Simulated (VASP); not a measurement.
## MgF2 (rutile type): relaxation of shape and atoms at fixed volume with PBEsol

MgF2 (rutile type):

```
Mg F
1.0
     4.54454    0.00000    0.00000
     0.00000    4.54454    0.00000
     0.00000    0.00000    2.99994
Mg F
2 4
Direct
  0.00000 0.00000 0.00000
  0.50000 0.50000 0.50000
  0.30339 0.30339 0.00000
  0.69661 0.69661 0.00000
  0.80339 0.19661 0.50000
  0.19661 0.80339 0.50000
```

| Property | Result |
| --- | --- |
| Program | VASP 6.6.1 |
| Task | relaxation of shape and atoms at fixed volume |
| Functional | PBEsol |
| Potentials or basis | VASP PAW PBE potentials, release 64 (Mg, F) |
| Cutoff | 600 eV |
| k mesh | 7 × 7 × 10 |
| Occupations | fermi-dirac, width 0.08 eV |
| Spin | no spin polarisation |
| Dipole correction | no |
| Further INCAR settings | ALGO = Normal; EDIFF = 1e-07; IBRION = 2; EDIFFG = -0.005; NSW = 50; ISIF = 4 |

```yaml
Energy_gained_by_relaxing: 0.3 meV/atom
Ionic_steps: 3
Pressure_after_relaxing: 6.0 GPa
Largest_force_after_relaxing: 0.005 eV/Å
Band_gap_on_the_k_mesh: 7.28 eV
```

Forces on the atoms (eV/Å):
```
Mg   0.000  0.000  0.000
Mg   0.000  0.000  0.000
F    0.004  0.004  0.000
F   -0.004 -0.004  0.000
F    0.004 -0.004  0.000
F   -0.004  0.004  0.000
```

The path:
```tsv
step	energy change (eV)	largest force (eV/Å)	pressure (GPa)	volume (Å³)
1	0.0000	0.1011	6.11	61.96
2	-0.0018	0.0223	5.99	61.96
3	-0.0019	0.0050	5.95	61.96
```

Final structure:
```yaml
crystal:
  lattice:
    - [4.53795, 0.00000, 0.00000]
    - [0.00000, 4.53795, 0.00000]
    - [0.00000, 0.00000, 3.00866]
  atoms:
    - { symbol: Mg, position: [0.00000, 0.00000, 0.00000] }
    - { symbol: Mg, position: [0.50000, 0.50000, 0.50000] }
    - { symbol: F, position: [0.30238, 0.30238, 0.00000] }
    - { symbol: F, position: [0.69762, 0.69762, 0.00000] }
    - { symbol: F, position: [0.80238, 0.19762, 0.50000] }
    - { symbol: F, position: [0.19762, 0.80238, 0.50000] }
```

Levels at points of the mesh, in eV from the valence-band top:
```
           k point  band 14  band 15  band 16  band 17  band 18  band 19
(0.00, 0.00, 0.00)    -0.33    -0.33     0.00     7.28    12.38    12.38
(0.00, 0.00, 0.50)    -1.29    -0.93    -0.93    12.09    12.09    15.08
```

Run time: 3.1 min on 1 thread of Oxide Virtual Turin-like Processor, with other jobs on the host, peak memory 0.2 GiB.

Caveat: the PAW data sets were made with another functional, which shifts forces and pressure a little. A k mesh can miss the band edges.
